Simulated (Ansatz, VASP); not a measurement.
**Two plane-wave programs on Ga**

File POSCAR:

```
Ga
1.0
    1.4500000000     -4.0650000000      0.0000000000
    1.4500000000      4.0650000000      0.0000000000
    0.0000000000      0.0000000000      3.1700000000
Ga
2
Direct
    0.1330000000      0.8670000000      0.7500000000
    0.8670000000      0.1330000000      0.2500000000
```

Contents of INCAR.step1:

```
SYSTEM = Ga
PREC = Accurate ; ENCUT = 520
EDIFF = 1E-5 ; ISMEAR = -1
SIGMA = 0.05 ; LREAL = .False.
LASPH = .True. ; NELM = 80
ALGO = Normal ; ISIF = 2
LWAVE = .True. ; LCHARG = .False.
NBANDS = 20 ; GGA = PE
```

File INCAR.step2:

```
SYSTEM = Ga
PREC = Accurate ; ENCUT = 520
EDIFF = 1E-6 ; ISMEAR = -1
SIGMA = 0.05 ; LREAL = .False.
LASPH = .True. ; NELM = 80
ALGO = Normal ; ISIF = 2
LWAVE = .False. ; LCHARG = .False.
GGA = PE ; LHFCALC = .True.
HFSCREEN = 0.2079 ; PRECFOCK = Normal
NBANDS = 20 ; ISTART = 1
```

File KPOINTS:

```
Automatic mesh
0
Gamma
  5 5 4
  0 0 0
```

Contents of input:

```
crystal:
  lattice:
    - [1.45, -4.065, 0.0]
    - [1.45, 4.065, 0.0]
    - [0.0, 0.0, 3.17]
  atoms:
    - { symbol: Ga, position: [0.133, 0.867, 0.75] }
    - { symbol: Ga, position: [0.867, 0.133, 0.25] }
hamiltonian:
  xc: hse06
  pseudopotentials: { kind: paw }
kpoints:
  mp_grid: { grid: [5, 5, 4] }
  band_path:
    path:
      - [[0.0, 0.0, 0.0], [0.2818093587, 0.2818093587, 0.0], [0.0, 0.5, 0.0], [0.0, 0.5, 0.5], [0.2818093587, 0.2818093587, 0.5], [0.0, 0.0, 0.5], [0.0, 0.0, 0.0], [-0.5, 0.5, 0.0], [-0.2818093587, 0.7181906413, 0.0], [-0.2818093587, 0.7181906413, 0.5], [-0.5, 0.5, 0.5], [-0.5, 0.5, 0.0]]
      - [[0.0, 0.0, 0.5], [-0.5, 0.5, 0.5]]
    npoints: 4
scf:
  occupations: { method: fermi_dirac, width: 0.05 }
  n_extra_bands: 6
output:
  forces: true
  stress: true
  eigenvalues: true
  fatbands: false
  write_density: true
  write_potential: true
  elf: true
  volumetric_format: npy
```

Alike in both runs: functional HSE06; k mesh 5 × 5 × 4; occupations fermi-dirac, width 0.05 eV; no spin polarisation.

```csv
,VASP,Ansatz
version,VASP 6.6.1,Ansatz 0.2.0
potentials or method,"VASP PAW PBE potentials, release 64 (Ga_d)",Ansatz PAW
plane-wave cutoff (eV),520,420
valence electrons in the cell,26,26
task,single point,band structure
```

```tsv
	VASP	Ansatz	Ansatz less VASP
gap on the k mesh at the Fermi level (eV)	none	none	-
pressure (GPa)	0.3	0.1	-0.24
traceless stress, the component that is largest in VASP (GPa)	6.94	6.96	+0.026
rms of the force components (eV/Å)	0.233	0.233	+0.0002
```

Atom by atom the forces differ by 0.000 eV/Å (rms over components). A gap of «none» marks a metal or a gap that the smearing closes.

The k mesh is coarse, so the values compare programs but aren't converged.
